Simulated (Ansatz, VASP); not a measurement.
One calculation of MgS, two programs

The input POSCAR:

```
MgS
1.0
    0.0000000000      2.9121230042      2.7101022774
    2.9121230042      0.0000000000      2.7101022774
    2.9121230042      2.9121230042      0.0000000000
Mg S
1 1
Direct
    0.0000000000      0.0000000000      0.0000000000
    0.2500000000      0.2500000000      0.2500000000
```

Contents of INCAR.step1:

```
ALGO = Normal ; EDIFF = 1E-4
ENCUT = 520 ; GGA = PE
ISMEAR = 0 ; LASPH = True
LCHARG = False ; LREAL = False
LWAVE = True ; NBANDS = 11
NELM = 60 ; PREC = Accurate
SIGMA = 0.01
```

File INCAR.step2:

```
ALGO = Normal ; EDIFF = 1E-7
ENCUT = 520 ; ISIF = 2
ISMEAR = 0 ; ISTART = 1
LASPH = True ; LCHARG = False
LMIXTAU = True ; LREAL = False
LWAVE = False ; METAGGA = R2SCAN
NBANDS = 11 ; NELM = 60
PREC = Accurate ; SIGMA = 0.01
```

The input KPOINTS:

```
k-points
0
Gamma
  8 8 8
```

Input for Ansatz:

```yaml
crystal:
  lattice:
    - [0.0, 2.9121230042, 2.7101022774]
    - [2.9121230042, 0.0, 2.7101022774]
    - [2.9121230042, 2.9121230042, 0.0]
  atoms:
    - { symbol: Mg, position: [0.0, 0.0, 0.0] }
    - { symbol: S, position: [0.25, 0.25, 0.25] }
kpoints:
  mp_grid: { grid: [8, 8, 8] }
  band_path:
    path:
      - [0.0, 0.0, 0.0]
      - [-0.5, -0.5, 0.0]
      - [-0.375, -0.375, 0.25]
      - [-0.375, 0.0, 0.375]
      - [0.0, 0.0, 0.5]
      - [-0.5, -0.25, 0.25]
    npoints: 1
hamiltonian:
  xc: r2scan
scf:
  occupations: { method: fixed }
  n_extra_bands: 4
output:
  forces: true
  stress: true
  eigenvalues: true
```

Change from the starting cell: epitaxial_xy strain +2.9%.

Alike in both runs: task single point; functional r2SCAN; k mesh 8 × 8 × 8; no spin polarisation.

|  | VASP | Ansatz |
| --- | --- | --- |
| version | VASP 6.6.1 | Ansatz 0.2.0 |
| potentials or method | VASP PAW PBE potentials, release 64 (Mg, S) | plane waves, PAW |
| plane-wave cutoff (eV) | 520 | 500 |
| occupations | gaussian, width 0.01 eV | fixed |
| valence electrons in the cell | 8 | 16 |

```csv
,VASP,Ansatz,Ansatz less VASP
gap on the k mesh at the Fermi level (eV),3.93,3.94,+0.013
pressure (GPa),-1.2,-0.9,+0.28
"traceless stress, the component that is largest in VASP (GPa)",0.93,0.90,-0.028
```

VASP's potentials were made for PBE, not for r2SCAN. VASP's potentials hold 8 valence electrons a cell and Ansatz's 16, so a difference there can come from the potentials and not from the codes.
